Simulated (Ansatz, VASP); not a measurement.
## PbS in VASP and in Ansatz

The input INCAR:

```
SYSTEM = PbS
ALGO = Normal
EDIFF = 1E-6
ENCUT = 500
GGA_COMPAT = .False.
ISIF = 2
ISMEAR = -1
LASPH = .True.
LCHARG = .False.
LREAL = .False.
LWAVE = .False.
NBANDS = 17
NELM = 120
PREC = Accurate
SIGMA = 0.01
```

Contents of KPOINTS:

```
k-points
0
Gamma
  8 8 8
  0 0 0
```

The input POSCAR:

```
PbS
1.0
    0.0000000000      2.9650000000      2.9650000000
    2.9650000000      0.0000000000      2.9650000000
    2.9650000000      2.9650000000      0.0000000000
Pb S
1 1
Direct
    0.0000000000      0.0000000000      0.0000000000
    0.5000000000      0.5000000000      0.5000000000
```

Input for Ansatz:

```yaml
crystal:
  lattice:
    - [0.0, 2.965, 2.965]
    - [2.965, 0.0, 2.965]
    - [2.965, 2.965, 0.0]
  atoms:
    - { symbol: Pb, position: [0.0, 0.0, 0.0] }
    - { symbol: S, position: [0.5, 0.5, 0.5] }
kpoints:
  mp_grid: { grid: [8, 8, 8] }
  band_path:
    path:
      - [0.0, 0.0, 0.0]
      - [0.5, 0.0, 0.5]
      - [0.625, 0.25, 0.625]
      - [0.375, 0.375, 0.75]
      - [0.0, 0.0, 0.0]
      - [0.5, 0.5, 0.5]
      - [0.5, 0.25, 0.75]
      - [0.5, 0.0, 0.5]
    npoints: 5
scf:
  occupations: { method: fermi_dirac, width: 0.01 }
hamiltonian:
  xc: lda
  pseudopotentials: { kind: all_electron, lapw: { basis_error: 0.0005 } }
output:
  forces: true
  stress: true
  eigenvalues: true
```

Alike in both runs: task single point; functional LDA; k mesh 8 × 8 × 8; occupations fermi-dirac, width 0.01 eV; no spin polarisation.

|  | VASP | Ansatz |
| --- | --- | --- |
| version | VASP 6.6.1 | Ansatz 0.2.0 |
| potentials or method | VASP PAW LDA potentials, release 64 (Pb_d, S), cutoff 500 eV | all-electron LAPW, scalar-relativistic |

```tsv
	VASP	Ansatz	Ansatz less VASP
pressure (GPa)	-2.5	-2.5	-0.03
```

LDA's correlation is that of Perdew and Zunger in VASP and of Perdew and Wang (1992) in Ansatz. Ansatz ran all-electron here, and VASP with PAW potentials.

Neither program's run includes spin-orbit coupling.
